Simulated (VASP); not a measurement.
# Zn (Im-3m) in VASP: notebook

Zn is run at these levels: PBE+D3(BJ); tasks: single point.

All numbers are computed with VASP 6.6.1; they aren't measurements. Logs are shortened: lines on timing, memory, paths and dates and some standing lists are left out, and cuts for length are marked.

**1. The cell of the first run**

It takes space group Im-3m (No. 229, cubic). The conventional cell has a = 3.074 Å, b = 3.074 Å, c = 3.074 Å, α = 90.00°, β = 90.00°, γ = 90.00°. Within 3.5 Å of Zn (site symmetry m-3m) lie 14 Zn at 2.66 to 3.07 Å.

**2. Single point, PBE+D3(BJ), collinear spin, ferromagnetic start (volume scaled by 0.94)**

INCAR

```
PREC     = Accurate       # precision mode
ENCUT    = 520            # plane-wave cutoff, eV
EDIFF    = 1E-6           # SCF threshold, eV
ISMEAR   = 1              # smearing method
SIGMA    = 0.025          # smearing width, eV
LREAL    = F              # projectors in reciprocal space
LASPH    = T              # aspherical terms in the spheres
NELM     = 150            # most SCF steps
ALGO     = Fast           # electronic algorithm
ISIF     = 2              # what is computed and relaxed
LWAVE    = F              # write WAVECAR
LCHARG   = F              # write CHGCAR
ISPIN    = 2              # spin polarisation
MAGMOM   = 0.5            # initial moments
LORBIT   = 11             # projections on sites
GGA      = PE             # functional
IVDW     = 12             # dispersion correction
NBANDS   = 16             # bands
```

KPOINTS

```
regular mesh
0
Gamma
  12 12 12
```

POSCAR

```
Zn
1.0
   -1.5370068493      1.5370068493      1.5370068493
    1.5370068493     -1.5370068493      1.5370068493
    1.5370068493      1.5370068493     -1.5370068493
Zn
1
Direct
    0.0000000000      0.0000000000      0.0000000000
```

Potentials or basis: VASP PAW PBE potentials, release 64 (Zn).

On the command line:

```bash
> cat potpaw_PBE.64/Zn/POTCAR > POTCAR
> mpirun -np 1 vasp_std > vasp.out
```

OUTCAR:

```text
PREC = Accurate
   ENCUT = 520
   EDIFF = 1E-6
   ISMEAR = 1
   LREAL = F
   LASPH = T
   NELM = 150
   ISIF = 2
   ISPIN = 2
   LORBIT = 11
   GGA = PE
   IVDW = 12
 IVDW          = 12

 ion  position               nearest neighbor table
   1  0.000  0.000  0.000-

  LATTYP: Found a body centered cubic cell.
 ALAT       =     3.0740136986

  Lattice vectors:

 A1 = (  -1.5370068493,   1.5370068493,   1.5370068493)
 A2 = (   1.5370068493,  -1.5370068493,   1.5370068493)
 A3 = (   1.5370068493,   1.5370068493,  -1.5370068493)

Analysis of symmetry for initial positions (statically):
=====================================================================
 Subroutine PRICEL returns:
 Original cell was already a primitive cell.

 Routine SETGRP: Setting up the symmetry group for a
 body centered cubic supercell.

 Subroutine GETGRP returns: Found 48 space group operations
 (whereof 48 operations were pure point group operations)
 out of a pool of 48 trial point group operations.

The static configuration has the point symmetry O_h .

Analysis of symmetry for dynamics (positions and initial velocities):
=====================================================================
 Subroutine PRICEL returns:
 Original cell was already a primitive cell.

 Routine SETGRP: Setting up the symmetry group for a
 body centered cubic supercell.

 Subroutine GETGRP returns: Found 48 space group operations
 (whereof 48 operations were pure point group operations)
 out of a pool of 48 trial point group operations.

The dynamic configuration has the point symmetry O_h .

Analysis of structural, dynamic, and magnetic symmetry:
=====================================================================
 Subroutine PRICEL returns:
 Original cell was already a primitive cell.

 Routine SETGRP: Setting up the symmetry group for a
 body centered cubic supercell.

 Subroutine GETGRP returns: Found 48 space group operations
 (whereof 48 operations were pure point group operations)
 out of a pool of 48 trial point group operations.

The overall configuration has the point symmetry O_h .

 Subroutine INISYM returns: Found 48 space group operations
 (whereof 48 operations are pure point group operations),
 and found     1 'primitive' translations

----------------------------------------------------------------------------------------

                                     Primitive cell

  volume of cell :      14.5240

  direct lattice vectors                    reciprocal lattice vectors
    -1.537006849  1.537006849  1.537006849     0.000000000  0.325307594  0.325307594
     1.537006849 -1.537006849  1.537006849     0.325307594  0.000000000  0.325307594
     1.537006849  1.537006849 -1.537006849     0.325307594  0.325307594  0.000000000

  length of vectors
     2.662173955  2.662173955  2.662173955     0.460054411  0.460054411  0.460054411

  position of ions in fractional coordinates (direct lattice)
     0.000000000  0.000000000  0.000000000

  ion indices of the primitive-cell ions
   primitive index   ion index
                 1           1

----------------------------------------------------------------------------------------

 KPOINTS: regular mesh

Automatic generation of k-mesh.
 Grid dimensions read from file:
 generate k-points for:   12   12   12

 Generating k-lattice:

  Cartesian coordinates                     Fractional coordinates (reciprocal lattice)
     0.000000000  0.027108966  0.027108966     0.083333333  0.000000000  0.000000000
     0.027108966  0.000000000  0.027108966     0.000000000  0.083333333  0.000000000
     0.027108966  0.027108966  0.000000000     0.000000000  0.000000000  0.083333333

  Length of vectors
     0.038337868  0.038337868  0.038337868

  Shift w.r.t. Gamma in fractional coordinates (k-lattice)
     0.000000000  0.000000000  0.000000000

 Subroutine IBZKPT returns following result:
 ===========================================

 Found     72 irreducible k-points:

 Following reciprocal coordinates:
            Coordinates               Weight
  0.000000  0.000000  0.000000      1.000000
  0.083333  0.000000  0.000000     12.000000
  0.166667  0.000000  0.000000     12.000000
  0.250000  0.000000  0.000000     12.000000
  0.333333  0.000000  0.000000     12.000000
  0.416667  0.000000  0.000000     12.000000
[... 16 lines left out ...]
  0.333333  0.083333  0.083333     24.000000
  0.416667  0.083333  0.083333     12.000000
 [... further k-points ...]
   k-points           NKPTS =     72   k-points in BZ     NKDIM =     72   number of bands    NBANDS=     16
   number of dos      NEDOS =    301   number of ions     NIONS =      1
   total plane-waves  NPLWV =   8000
   dimension x,y,z NGX =    20 NGY =   20 NGZ =   20
   dimension x,y,z NGXF=    40 NGYF=   40 NGZF=   40
   ions per type =               1
   NGX,Y,Z   is equivalent  to a cutoff of  12.49, 12.49, 12.49 a.u.
   NGXF,Y,Z  is equivalent  to a cutoff of  24.98, 24.98, 24.98 a.u.
 SYSTEM =  unknown system
   PREC   = accura    normal or accurate (medium, high low for compatibility)
   ISTART =      0    job   : 0-new  1-cont  2-samecut
   ICHARG =      2    charge: 1-file 2-atom 10-const
   ISPIN  =      2    spin polarized calculation?
   LNONCOLLINEAR =      F non collinear calculations
   LSORBIT =      F    spin-orbit coupling
   LASPH  =      T    aspherical Exc in radial PAW
   ENCUT  =  520.0 eV  38.22 Ry    6.18 a.u.   4.95  4.95  4.95*2*pi/ulx,y,z
   NELM   =    150;   NELMIN=  2; NELMDL= -5     # of ELM steps
   EDIFF  = 0.1E-05   stopping-criterion for ELM
   LREAL  =      F    real-space projection
   EDIFFG = 0.1E-04   stopping-criterion for IOM
   NSW    =      0    number of steps for IOM
   IBRION =     -1    ionic relax: 0-MD 1-quasi-New 2-CG
   NFREE  =      0    steps in history (QN), initial steepest desc. (CG)
   ISIF   =      2    stress and relaxation
   ISYM   =      2    0-nonsym 1-usesym 2-fastsym
   POTIM  = 0.5000    time-step for ionic-motion
   TEBEG  =    0.0;   TEEND  =   0.0 temperature during run
   PSTRESS=    0.0 pullay stress
   NELECT =      12.0000    total number of electrons
   NUPDOWN=      -1.0000    fix difference up-down
   EMIN   =  10.00;   EMAX   =-10.00  energy-range for DOS
   EFERMI =   0.00;   METHOD = LEGACY
   ISMEAR =     1;   SIGMA  =   0.03  broadening in eV -4-tet -1-fermi 0-gaus
   EFERMI_NEDOS =   21; number of points for ismear=-14 and -15
   IALGO  =     68    algorithm
   IMIX   =      4    mixing-type and parameters
     AMIX     =   0.40;   BMIX     =  1.00
     AMIX_MAG =   1.60;   BMIX_MAG =  1.00
  volume/ion in A,a.u.               =      14.52        98.01
  Fermi-wavevector in a.u.,A,eV,Ry     =   1.536171  2.902941 32.107301  2.359820
  Thomas-Fermi vector in A             =   2.642857
   LORBIT       =     11    0 simple, 1 ext, 2 COOP (PROOUT), +10 PAW based schemes
   GGA     = PE    functional components
   LHFCALC =     F    Hartree Fock is set to
   AEXX    =    0.0000 exact exchange contribution
   IVDW    =    12    specifies the selected vdW correction
   LEPSILON=     F    determine dielectric tensor
   LRPA    =     F    only Hartree local field effects (RPA)
 spin polarized calculation
 RMM-DIIS sequential band-by-band and
 Methfessel and Paxton  Order N= 1 SIGMA  =   0.03
  energy-cutoff  :      520.00
  volume of cell :       14.52
 maximum number of plane-waves:       402
   NGX =  9   NGY =  9   NGZ =  9

 number of electron      12.0000000 magnetization       0.5000000

 number of electron      12.0000000 magnetization      -0.0322378

 Free energy of the ion-electron system (eV)
  ---------------------------------------------------
  ext. energy  EPLUGINS =         0.00000000
  ---------------------------------------------------
  free energy    TOTEN  =        -1.00396292 eV

  energy without entropy =       -1.00392939  energy(sigma->0) =       -1.00395174

 E-fermi :   3.5519     XC(G=0): -11.8115

 val. band max:        3.5448442812   @ k =   0.4167   0.0833   0.0000
 cond. band min:       3.5636437739   @ k =  -0.4167  -0.4167   0.0833
 fundamental gap:      0.0187994927
 Fermi energy:         3.5519273910

 spin component 1

 k-point     1 :       0.0000    0.0000    0.0000
  band No.  band energies     occupation
      1      -7.2851      1.00000
      2      -4.3955      1.00000
      3      -4.3955      1.00000
      4      -4.3955      1.00000
      5      -3.8432      1.00000
      6      -3.8432      1.00000
[... 8 lines left out ...]
     15      26.6910      0.00000
     16      26.9221      0.00000
[... 419 lines left out ...]
 k-point    24 :       0.4167    0.0833    0.0833
  band No.  band energies     occupation
      1      -4.9835      1.00000
      2      -4.7293      1.00000
      3      -3.8529      1.00000
      4      -3.8037      1.00000
      5      -3.7428      1.00000
      6       1.3977      1.00000
[... 8 lines left out ...]
     15      37.4967      0.00000
     16      43.6750      0.00000

 [... further k-points ...]

 spin component 2

 k-point     1 :       0.0000    0.0000    0.0000
  band No.  band energies     occupation
      1      -7.3221      1.00000
      2      -4.4066      1.00000
      3      -4.4066      1.00000
      4      -4.4066      1.00000
      5      -3.8514      1.00000
      6      -3.8514      1.00000
[... 8 lines left out ...]
     15      26.6516      0.00000
     16      26.8867      0.00000
[... 419 lines left out ...]
 k-point    24 :       0.4167    0.0833    0.0833
  band No.  band energies     occupation
      1      -4.9982      1.00000
      2      -4.7416      1.00000
      3      -3.8616      1.00000
      4      -3.8117      1.00000
      5      -3.7537      1.00000
      6       1.3612      1.00000
[... 8 lines left out ...]
     15      37.4618      0.00000
     16      43.6342      0.00000

 [... further k-points ...]

------------------------ aborting loop because EDIFF is reached ----------------------------------------

 Edisp (eV)   -0.42067

 E8    (eV) :    -0.1766

  FORCE on cell =-STRESS in cart. coord.  units (eV):
  Direction    XX          YY          ZZ          XY          YZ          ZX
  --------------------------------------------------------------------------------------
  -------------------------------------------------------------------------------------
  Total      -0.06684    -0.06684    -0.06684    -0.00000     0.00000    -0.00000
  in kB      -7.37339    -7.37339    -7.37339    -0.00000     0.00000    -0.00000
  external pressure =       -7.37 kB  Pullay stress =        0.00 kB

 VOLUME and BASIS-vectors are now :
 -----------------------------------------------------------------------------
  energy-cutoff  :      520.00
  volume of cell :       14.52
      direct lattice vectors                 reciprocal lattice vectors
    -1.537006849  1.537006849  1.537006849     0.000000000  0.325307594  0.325307594
     1.537006849 -1.537006849  1.537006849     0.325307594  0.000000000  0.325307594
     1.537006849  1.537006849 -1.537006849     0.325307594  0.325307594  0.000000000

 POSITION                                       TOTAL-FORCE (eV/Angst)
 -----------------------------------------------------------------------------------
      0.00000      0.00000      0.00000         0.000000      0.000000      0.000000
 -----------------------------------------------------------------------------------
    total drift:                                0.000000     -0.000000      0.000000

  FREE ENERGIE OF THE ION-ELECTRON SYSTEM (eV)
  ---------------------------------------------------
  free  energy   TOTEN  =        -1.4246304722 eV

  energy  without entropy=       -1.4245969492  energy(sigma->0) =       -1.42461930

 total charge

# of ion       s       p       d       tot
------------------------------------------
    1        0.599   0.455   9.730  10.784

 magnetization (x)

# of ion       s       p       d       tot
------------------------------------------
    1       -0.013  -0.004  -0.005  -0.021
```

It took 11 s on 1 thread of Intel Xeon 6975P-C (Granite Rapids), shared host; peak memory 0.15 GiB.

Results:

```
Free energy                                           : -1.4246 eV
Pressure                                              : -0.7 GPa
Band gap on the k mesh                                : zero (filled and empty bands overlap)
Net moment                                            : -0.03 μB per cell
Site moments                                          : Zn -0.02 μB
Valence electrons inside the program's atomic spheres : Zn 10.78
Dispersion energy per atom                            : -0.421 eV
```

Caveat: three body term missing; pairwise dispersion overbinds metals, which lowers pressure and volume.

[end of part 1 of 2]
